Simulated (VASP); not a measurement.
**SrCl2: single point with PBEsol**

SrCl2:

```xyz
3
Lattice="0.0000 3.4884 3.4884 3.4884 0.0000 3.4884 3.4884 3.4884 0.0000" Properties=species:S:1:pos:R:3 pbc="T T T"
Sr    0.0000    0.0000    0.0000
Cl    1.7442    1.7442    1.7442
Cl    5.2325    5.2325    5.2325
```

```json
{"Program": "VASP 6.6.1", "Task": "single point", "Functional": "PBEsol", "Potentials or basis": "VASP PAW PBE potentials, release 64 (Sr_sv, Cl)", "Cutoff": "500 eV", "k mesh": "5 × 5 × 5, shifted", "Occupations": "gaussian, width 0.01 eV", "Spin": "no spin polarisation", "Dipole correction": "no", "Further INCAR settings": "ALGO = Normal; EDIFF = 1e-06; NBANDS = 19; ISYM = -1"}
```

The pressure is -1.0 GPa and the band gap on the k mesh is 5.46 eV (least direct gap 5.57 eV).

Levels at points of the mesh, in eV from the valence-band top:
```csv
k point,band 10,band 11,band 12,band 13,band 14,band 15
"(0.50, 0.50, 0.50)",-1.26,-0.98,-0.98,6.69,6.69,7.50
```

It took 31 s on 1 thread of Intel(R) Xeon(R) 6975P-C (Granite Rapids), with other jobs on the host, peak memory 0.25 GiB.

Caveat: the PAW data sets were made with another functional, which shifts forces and pressure a little; a shifted mesh leaves out Γ, where band edges can lie. A k mesh can miss the band edges.
